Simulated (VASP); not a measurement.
**BaS: single point with PBE**

The system is BaS.

```xyz
4
Lattice="-3.2136 0.0000 -3.2136 -3.2136 -3.2136 0.0000 -6.4271 3.2136 3.2136" Properties=species:S:1:pos:R:3 pbc="T T T"
Ba   -3.2136    0.0000    0.0000
Ba   -9.6407    0.0000    0.0000
S    -6.4271    0.0000    0.0000
S   -12.8543    0.0000    0.0000
```

| Item | Value |
| --- | --- |
| Program | VASP 6.6.1 |
| Task | single point |
| Functional | PBE |
| Potentials or basis | VASP PAW PBE potentials, release 64 (Ba_sv, S) |
| Cutoff | 520 eV |
| k mesh | 4 × 4 × 4 |
| Occupations | gaussian, width 0.1 eV |
| Spin | no spin polarisation |
| Dipole correction | no |
| Further INCAR settings | ALGO = Normal; EDIFF = 1e-06; NBANDS = 24 |

* Pressure: 0.6 GPa
* Band gap on the k mesh: 2.14 eV

Levels at points of the mesh, in eV from the valence-band top:
```
           k point  band 12  band 13  band 14  band 15  band 16  band 17  band 18  band 19  band 20  band 21
(0.00, 0.00, 0.00)    -1.05    -1.05     0.00     0.00     0.00     3.51     3.86     3.86     3.86     4.77
(0.50, 0.00, 0.00)    -1.18    -0.74    -0.74    -0.63    -0.63     3.44     3.44     5.90     5.90     6.69
(0.50, 0.50, 0.00)    -1.05    -1.05    -0.54    -0.15    -0.15     2.14     5.48     5.63     5.88     5.91
(0.00, 0.00, 0.50)    -1.13    -0.60    -0.60    -0.60    -0.60     4.08     4.08     4.73     4.73     4.73
```

Wall time 38 s on 1 thread of Intel(R) Xeon(R) Platinum 8488C (Sapphire Rapids) (shared host), peak memory 0.27 GiB.

Caveat: spin-orbit coupling is left out, which moves the levels of the heavy elements. A k mesh can miss the band edges.
